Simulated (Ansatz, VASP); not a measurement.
**Ag in VASP and in Ansatz**

File INCAR:

```
SYSTEM = Ag
PREC = Accurate
ENCUT = 600
EDIFF = 1E-6
ISMEAR = 0
SIGMA = 0.1
LREAL = .False.
LASPH = .True.
NELM = 60
ALGO = Fast
ISIF = 3
LWAVE = .False.
LCHARG = .False.
GGA = PE
IBRION = 2
NSW = 100
EDIFFG = -0.01
```

The input KPOINTS:

```
Automatic mesh
0
Gamma
  24 24 24
  0 0 0
```

POSCAR

```
Ag
1.0
    1.4839692893      0.8567700687      2.3541797625
   -1.4839692893      0.8567700687      2.3541797625
    0.0000000000     -1.7135401373      2.3541797625
Ag
1
Direct
    0.5000000000      0.5000000000      0.5000000000
```

Input for Ansatz:

```yaml
crystal:
  lattice:
    - [1.4839692893, 0.8567700687, 2.3541797625]
    - [-1.4839692893, 0.8567700687, 2.3541797625]
    - [0.0, -1.7135401373, 2.3541797625]
  atoms:
    - { symbol: Ag, position: [0.5, 0.5, 0.5] }
basis:
  ecutwfc: 420
kpoints:
  mp_grid: { grid: [24, 24, 24] }
hamiltonian:
  xc: pbe
scf:
  occupations: { method: gaussian, width: 0.1 }
output:
  forces: true
  stress: true
  eigenvalues: true
relax:
  adjacent_minimum: "off"
  f_tol: 0.01
  max_steps: 80
  cell: { stress_tol: 0.05 }
```

Alike in both runs: task relaxation of cell and atoms; functional PBE; k mesh 24 × 24 × 24; occupations gaussian, width 0.1 eV; no spin polarisation.

|  | VASP | Ansatz |
| --- | --- | --- |
| version | VASP 6.6.1 | Ansatz 0.2.0 |
| potentials or method | VASP PAW PBE potentials, release 64 (Ag), cutoff 600 eV | scalar-relativistic, plane waves, PAW |
| valence electrons in the cell | 11 | 19 |

```tsv
	VASP	Ansatz	Ansatz less VASP
gap on the k mesh at the Fermi level, each at its own relaxed structure (eV)	none	none	-
relaxed volume (Å³/atom)	17.80	17.83	+0.036
relaxed length of the cell vector where the two differ most in proportion (Å)	2.932	2.933	+0.0011
```

A gap of «none» marks a metal or a gap that the smearing closes. VASP's potentials hold 11 valence electrons a cell and Ansatz's 19, so a difference there can come from the potentials and not from the codes.
